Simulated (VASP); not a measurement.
# NbP2 (Fm-3m) in VASP: a series of runs

The runs below take NbP2 through single point, relaxation of cell and atoms, with r2SCAN.

Program: VASP 6.6.1. These are calculated values, not measurements. Logs are shortened: lines on timing, memory, paths and dates and some standing lists are left out, and cuts for length are marked.

**1. The cell of the first run**

Symmetry: Fm-3m, No. 225, cubic system. Conventional cell: a = 5.775 Å, b = 5.775 Å, c = 5.775 Å, α = 90.00°, β = 90.00°, γ = 90.00°. Within 3.3 Å of Nb (site symmetry m-3m) lie 8 P at 2.50 Å. P (site symmetry -43m) has 4 Nb at 2.50 Å and 6 P at 2.89 Å within 3.3 Å.

**2. Single point, r2SCAN**

Contents of POSCAR:

```
NbP2
1.0
    0.0000000000      2.8875311861      2.8875311861
    2.8875311861      0.0000000000      2.8875311861
    2.8875311861      2.8875311861      0.0000000000
Nb P
1 2
Direct
    0.0000000000      0.0000000000      0.0000000000
    0.2500000000      0.2500000000      0.2500000000
    0.7500000000      0.7500000000      0.7500000000
```

Contents of INCAR.step1:

```
SYSTEM = NbP2
PREC = Accurate ; ENCUT = 520
ISMEAR = 0 ; SIGMA = 0.1
LREAL = .False. ; LASPH = .True.
NELM = 100 ; NBANDS = 18
GGA = PE ; ALGO = Normal
EDIFF = 1E-4 ; LWAVE = .True.
LCHARG = .False.
```

Contents of INCAR.step2:

```
SYSTEM = NbP2
PREC = Accurate ; ENCUT = 520
EDIFF = 1E-6 ; ISMEAR = 0
SIGMA = 0.1 ; LREAL = .False.
LASPH = .True. ; NELM = 100
ALGO = Normal ; ISIF = 2
LWAVE = .False. ; LCHARG = .False.
METAGGA = R2SCAN ; LMIXTAU = .True.
NBANDS = 18 ; ISTART = 1
```

Contents of KPOINTS:

```
Automatic mesh
0
Gamma
  6 6 6
  0 0 0
```

Potentials or basis: VASP PAW PBE potentials, release 64 (Nb_sv, P).

Started as:

```console
cat potpaw_PBE.64/Nb_sv/POTCAR potpaw_PBE.64/P/POTCAR > POTCAR
cp INCAR.step1 INCAR
mpirun -np 1 vasp_std > vasp.out
cp INCAR.step2 INCAR
mpirun -np 1 vasp_std > vasp.out
```

OUTCAR:

```text
SYSTEM = NbP2
   PREC = Accurate
   ENCUT = 520
   EDIFF = 1E-6
   ISMEAR = 0
   LREAL = .False.
   LASPH = .True.
   NELM = 100
   ISIF = 2
   METAGGA = R2SCAN
   ISTART = 1

 ion  position               nearest neighbor table
   1  0.000  0.000  0.000-   3 2.50   3 2.50   3 2.50   2 2.50   2 2.50   2 2.50   3 2.50   2 2.50

   2  0.250  0.250  0.250-   1 2.50   1 2.50   1 2.50   1 2.50   3 2.89   3 2.89   3 2.89   3 2.89
                             3 2.89   3 2.89
   3  0.750  0.750  0.750-   1 2.50   1 2.50   1 2.50   1 2.50   2 2.89   2 2.89   2 2.89   2 2.89
                             2 2.89   2 2.89

  LATTYP: Found a face centered cubic cell.
 ALAT       =     5.7750623722

  Lattice vectors:

 A1 = (   0.0000000000,   2.8875311861,   2.8875311861)
 A2 = (   2.8875311861,   0.0000000000,   2.8875311861)
 A3 = (   2.8875311861,   2.8875311861,   0.0000000000)

Analysis of symmetry for initial positions (statically):
=====================================================================
 Subroutine PRICEL returns:
 Original cell was already a primitive cell.

 Routine SETGRP: Setting up the symmetry group for a
 face centered cubic supercell.

 Subroutine GETGRP returns: Found 48 space group operations
 (whereof 48 operations were pure point group operations)
 out of a pool of 48 trial point group operations.

The static configuration has the point symmetry O_h .

Analysis of symmetry for dynamics (positions and initial velocities):
=====================================================================
 Subroutine PRICEL returns:
 Original cell was already a primitive cell.

 Routine SETGRP: Setting up the symmetry group for a
 face centered cubic supercell.

 Subroutine GETGRP returns: Found 48 space group operations
 (whereof 48 operations were pure point group operations)
 out of a pool of 48 trial point group operations.

The dynamic configuration has the point symmetry O_h .

 Subroutine INISYM returns: Found 48 space group operations
 (whereof 48 operations are pure point group operations),
 and found     1 'primitive' translations

----------------------------------------------------------------------------------------

                                     Primitive cell

  volume of cell :      48.1515

  direct lattice vectors                    reciprocal lattice vectors
     0.000000000  2.887531186  2.887531186    -0.173158303  0.173158303  0.173158303
     2.887531186  0.000000000  2.887531186     0.173158303 -0.173158303  0.173158303
     2.887531186  2.887531186  0.000000000     0.173158303  0.173158303 -0.173158303

  length of vectors
     4.083585765  4.083585765  4.083585765     0.299918979  0.299918979  0.299918979

  position of ions in fractional coordinates (direct lattice)
     0.000000000  0.000000000  0.000000000
     0.250000000  0.250000000  0.250000000
     0.750000000  0.750000000  0.750000000

  ion indices of the primitive-cell ions
   primitive index   ion index
                 1           1
                 2           2
                 3           3

----------------------------------------------------------------------------------------

 KPOINTS: Automatic mesh

Automatic generation of k-mesh.
 Grid dimensions read from file:
 generate k-points for:    6    6    6

 Generating k-lattice:

  Cartesian coordinates                     Fractional coordinates (reciprocal lattice)
    -0.028859717  0.028859717  0.028859717     0.166666667  0.000000000  0.000000000
     0.028859717 -0.028859717  0.028859717     0.000000000  0.166666667  0.000000000
     0.028859717  0.028859717 -0.028859717     0.000000000  0.000000000  0.166666667

  Length of vectors
     0.049986496  0.049986496  0.049986496

  Shift w.r.t. Gamma in fractional coordinates (k-lattice)
     0.000000000  0.000000000  0.000000000

 Subroutine IBZKPT returns following result:
 ===========================================

 Found     16 irreducible k-points:

 Following reciprocal coordinates:
            Coordinates               Weight
  0.000000  0.000000  0.000000      1.000000
  0.166667  0.000000  0.000000      8.000000
  0.333333  0.000000  0.000000      8.000000
  0.500000  0.000000  0.000000      4.000000
  0.166667  0.166667  0.000000      6.000000
  0.333333  0.166667  0.000000     24.000000
[... 8 lines left out ...]
 -0.333333  0.333333  0.166667     24.000000
 -0.333333  0.500000  0.166667     12.000000
   k-points           NKPTS =     16   k-points in BZ     NKDIM =     16   number of bands    NBANDS=     18
   number of dos      NEDOS =    301   number of ions     NIONS =      3
   total plane-waves  NPLWV =  27000
   dimension x,y,z NGX =    30 NGY =   30 NGZ =   30
   dimension x,y,z NGXF=    60 NGYF=   60 NGZF=   60
   ions per type =               1   2
   NGX,Y,Z   is equivalent  to a cutoff of  12.21, 12.21, 12.21 a.u.
   NGXF,Y,Z  is equivalent  to a cutoff of  24.43, 24.43, 24.43 a.u.
 SYSTEM =  NbP2
   PREC   = accura    normal or accurate (medium, high low for compatibility)
   ISTART =      1    job   : 0-new  1-cont  2-samecut
   ICHARG =      0    charge: 1-file 2-atom 10-const
   ISPIN  =      1    spin polarized calculation?
   LNONCOLLINEAR =      F non collinear calculations
   LSORBIT =      F    spin-orbit coupling
   LASPH  =      T    aspherical Exc in radial PAW
   ENCUT  =  520.0 eV  38.22 Ry    6.18 a.u.   7.59  7.59  7.59*2*pi/ulx,y,z
   NELM   =    100;   NELMIN=  2; NELMDL=  0     # of ELM steps
   EDIFF  = 0.1E-05   stopping-criterion for ELM
   LREAL  =      F    real-space projection
   EDIFFG = 0.1E-04   stopping-criterion for IOM
   NSW    =      0    number of steps for IOM
   IBRION =     -1    ionic relax: 0-MD 1-quasi-New 2-CG
   NFREE  =      0    steps in history (QN), initial steepest desc. (CG)
   ISIF   =      2    stress and relaxation
   ISYM   =      2    0-nonsym 1-usesym 2-fastsym
   POTIM  = 0.5000    time-step for ionic-motion
   TEBEG  =    0.0;   TEEND  =   0.0 temperature during run
   PSTRESS=    0.0 pullay stress
   NELECT =      23.0000    total number of electrons
   NUPDOWN=      -1.0000    fix difference up-down
   EMIN   =  10.00;   EMAX   =-10.00  energy-range for DOS
   EFERMI =   0.00;   METHOD = LEGACY
   ISMEAR =     0;   SIGMA  =   0.10  broadening in eV -4-tet -1-fermi 0-gaus
   EFERMI_NEDOS =   21; number of points for ismear=-14 and -15
   IALGO  =     38    algorithm
   IMIX   =      4    mixing-type and parameters
     AMIX     =   0.40;   BMIX     =  1.00
     AMIX_MAG =   1.60;   BMIX_MAG =  1.00
  volume/ion in A,a.u.               =      16.05       108.31
  Fermi-wavevector in a.u.,A,eV,Ry     =   1.279717  2.418315 22.281945  1.637677
  Thomas-Fermi vector in A             =   2.412187
   LORBIT       =      0    0 simple, 1 ext, 2 COOP (PROOUT), +10 PAW based schemes
   METAGGA = R2SCAN    functional components
   LHFCALC =     F    Hartree Fock is set to
   AEXX    =    0.0000 exact exchange contribution
   IVDW    =     0    specifies the selected vdW correction
   LEPSILON=     F    determine dielectric tensor
   LRPA    =     F    only Hartree local field effects (RPA)
 non-spin polarized calculation
 Gauss-broadening in eV      SIGMA  =   0.10
  energy-cutoff  :      520.00
  volume of cell :       48.15
 maximum number of plane-waves:      1313
   NGX = 15   NGY = 15   NGZ = 15

 number of electron      23.0000000 magnetization

 Free energy of the ion-electron system (eV)
  ---------------------------------------------------
  ext. energy  EPLUGINS =         0.00000000
  ---------------------------------------------------
  free energy    TOTEN  =       -42.61121753 eV

  energy without entropy =      -42.60112088  energy(sigma->0) =      -42.60616921

 E-fermi :  10.0763     XC(G=0): -12.1879

 val. band max:       10.0752910470   @ k =  -0.1667   0.1667   0.0000
 cond. band min:      10.1062779037   @ k =  -0.3333   0.1667   0.0000
 fundamental gap:      0.0309868566
 Fermi energy:        10.0763359945

 k-point     1 :       0.0000    0.0000    0.0000
  band No.  band energies     occupation
      1     -46.8899      2.00000
      2     -22.3556      2.00000
      3     -22.3556      2.00000
      4     -22.3556      2.00000
      5      -4.5391      2.00000
      6       2.9255      2.00000
[... 10 lines left out ...]
     17      15.2329      0.00000
     18      16.6286      0.00000

 k-point     2 :       0.1667    0.0000    0.0000
  band No.  band energies     occupation
      1     -46.8887      2.00000
      2     -22.3826      2.00000
      3     -22.3595      2.00000
      4     -22.3595      2.00000
      5      -4.1539      2.00000
      6       1.2664      2.00000
[... 10 lines left out ...]
     17      14.7634      0.00000
     18      17.5202      0.00000

 k-point     3 :       0.3333    0.0000    0.0000
  band No.  band energies     occupation
      1     -46.8861      2.00000
      2     -22.4357      2.00000
      3     -22.3673      2.00000
      4     -22.3673      2.00000
      5      -3.1593      2.00000
      6      -0.2722      2.00000
[... 10 lines left out ...]
     17      15.7439      0.00000
     18      18.9596      0.00000

 k-point     4 :       0.5000    0.0000    0.0000
  band No.  band energies     occupation
      1     -46.8848      2.00000
      2     -22.4619      2.00000
      3     -22.3711      2.00000
      4     -22.3711      2.00000
      5      -2.2852      2.00000
      6      -1.1704      2.00000
[... 207 lines left out ...]
      4     -22.3793      2.00000
      5      -2.3271      2.00000
      6      -0.6561      2.00000
[... 10 lines left out ...]
     17      15.7430      0.00000
     18      17.3148      0.00000

 k-point    15 :      -0.3333    0.3333    0.1667
  band No.  band energies     occupation
      1     -46.8836      2.00000
      2     -22.4394      2.00000
      3     -22.4140      2.00000
      4     -22.3847      2.00000
      5      -1.5236      2.00000
      6      -1.1850      2.00000
[... 10 lines left out ...]
     17      16.2554      0.00000
     18      17.6584      0.00000

 k-point    16 :      -0.3333    0.5000    0.1667
  band No.  band energies     occupation
      1     -46.8832      2.00000
      2     -22.4460      2.00000
      3     -22.4104      2.00000
      4     -22.3928      2.00000
      5      -1.3434      2.00000
      6      -1.0156      2.00000
[... 10 lines left out ...]
     17      16.9931      0.00000
     18      17.0197      0.00000

------------------------ aborting loop because EDIFF is reached ----------------------------------------

  FORCE on cell =-STRESS in cart. coord.  units (eV):
  Direction    XX          YY          ZZ          XY          YZ          ZX
  --------------------------------------------------------------------------------------
  -------------------------------------------------------------------------------------
  Total        6.0181465      6.0181465      6.0181465      0.0000000      0.0000000      0.0000000
  in kB      200.2457417    200.2457417    200.2457417      0.0000000      0.0000000      0.0000000
  external PRESSURE =     200.2457417 kB  Pullay stress =       0.0000000 kB

 VOLUME and BASIS-vectors are now :
 -----------------------------------------------------------------------------
  energy-cutoff  :      520.00
  volume of cell :       48.15
      direct lattice vectors                 reciprocal lattice vectors
     0.000000000  2.887531186  2.887531186    -0.173158303  0.173158303  0.173158303
     2.887531186  0.000000000  2.887531186     0.173158303 -0.173158303  0.173158303
     2.887531186  2.887531186  0.000000000     0.173158303  0.173158303 -0.173158303

 POSITION                                       TOTAL-FORCE (eV/Angst)
 -----------------------------------------------------------------------------------
      0.00000      0.00000      0.00000        -0.000000     -0.000000     -0.000000
      1.44377      1.44377      1.44377         0.000000      0.000000     -0.000000
      4.33130      4.33130      4.33130        -0.000000      0.000000      0.000000
 -----------------------------------------------------------------------------------
    total drift:                                0.000000     -0.000000     -0.000000

  FREE ENERGIE OF THE ION-ELECTRON SYSTEM (eV)
  ---------------------------------------------------
  free  energy   TOTEN  =       -42.6112175314 eV

  energy  without entropy=      -42.6011208810  energy(sigma->0) =      -42.60616921
```

It took 41 s on 1 thread of Intel Xeon 6975P-C (Granite Rapids), shared host; peak memory 0.17 GiB.

What came out:

- Free energy: -42.6112 eV
- Pressure: 20.0 GPa
- Band gap on the k mesh: zero (an odd number of electrons rules out a gap without spin polarisation)

Caveat: the cell stands under pressure; the PAW data sets were made with another functional, which shifts forces and pressure a little.

**3. Single point, r2SCAN**

This run uses another cell than the first one, of 18.29 Å³/atom.

Contents of POSCAR:

```
NbP2
1.0
    0.0000000000      3.0160596600      3.0160596600
    3.0160596600      0.0000000000      3.0160596600
    3.0160596600      3.0160596600      0.0000000000
Nb P
1 2
Direct
    0.0000000000      0.0000000000      0.0000000000
    0.2500000000      0.2500000000      0.2500000000
    0.7500000000      0.7500000000      0.7500000000
```

Contents of INCAR.step1:

```
SYSTEM = NbP2
PREC     = Accurate       ! precision mode
ENCUT    = 520            ! plane-wave cutoff, eV
ISMEAR   = 0              ! smearing method
SIGMA    = 0.1            ! smearing width, eV
LREAL    = .False.        ! projectors in reciprocal space
LASPH    = .True.         ! aspherical terms in the spheres
NELM     = 100            ! most SCF steps
NBANDS   = 18             ! bands
GGA      = PE             ! functional
ALGO     = Normal         ! electronic algorithm
EDIFF    = 1E-4           ! SCF threshold, eV
LWAVE    = .True.         ! write WAVECAR
LCHARG   = .False.        ! write CHGCAR
```

Contents of INCAR.step2:

```
SYSTEM = NbP2
PREC     = Accurate       ! precision mode
ENCUT    = 520            ! plane-wave cutoff, eV
EDIFF    = 1E-7           ! SCF threshold, eV
ISMEAR   = 0              ! smearing method
SIGMA    = 0.1            ! smearing width, eV
LREAL    = .False.        ! projectors in reciprocal space
LASPH    = .True.         ! aspherical terms in the spheres
NELM     = 100            ! most SCF steps
ALGO     = Normal         ! electronic algorithm
ISIF     = 2              ! what is computed and relaxed
LWAVE    = .False.        ! write WAVECAR
LCHARG   = .False.        ! write CHGCAR
METAGGA  = R2SCAN         ! meta-GGA
LMIXTAU  = .True.       
NBANDS   = 18             ! bands
ISTART   = 1
```

Contents of KPOINTS:

```
regular mesh
0
Gamma
  6 6 6
  0 0 0
```

Potentials or basis: VASP PAW PBE potentials, release 64 (Nb_sv, P).

Started as:

```console
cat potpaw_PBE.64/Nb_sv/POTCAR potpaw_PBE.64/P/POTCAR > POTCAR
cp INCAR.step1 INCAR
mpirun -np 1 vasp_std > vasp.out
cp INCAR.step2 INCAR
mpirun -np 1 vasp_std > vasp.out
```

It took 30 s on 1 thread of Intel Xeon 6975P-C (Granite Rapids), shared host; peak memory 0.18 GiB.

The run converged. Its results:

```
Free energy            : -42.9757 eV
Pressure               : -0.6 GPa
Band gap on the k mesh : zero (an odd number of electrons rules out a gap without spin polarisation)
```

Levels at points of the mesh, in eV from the Fermi level:
| k point | band 7 | band 8 | band 9 | band 10 | band 11 | band 12 | band 13 | band 14 | band 15 | band 16 |
| --- | --- | --- | --- | --- | --- | --- | --- | --- | --- | --- |
| (0.00, 0.00, 0.00) | -5.44 | -5.44 | -5.44 | -0.57 | -0.57 | 1.20 | 1.20 | 1.20 | 4.95 | 4.95 |
| (0.50, 0.00, 0.00) | -4.52 | -4.52 | -2.61 | -1.86 | -1.86 | -1.53 | 0.00 | 0.00 | 3.06 | 5.31 |
| (0.50, 0.50, 0.00) | -6.84 | -4.21 | -4.21 | -1.74 | -1.74 | -0.32 | 0.74 | 3.10 | 3.17 | 5.27 |

Caveat: the PAW data sets were made with another functional, which shifts forces and pressure a little.

(Continued in part 2 of 3.)
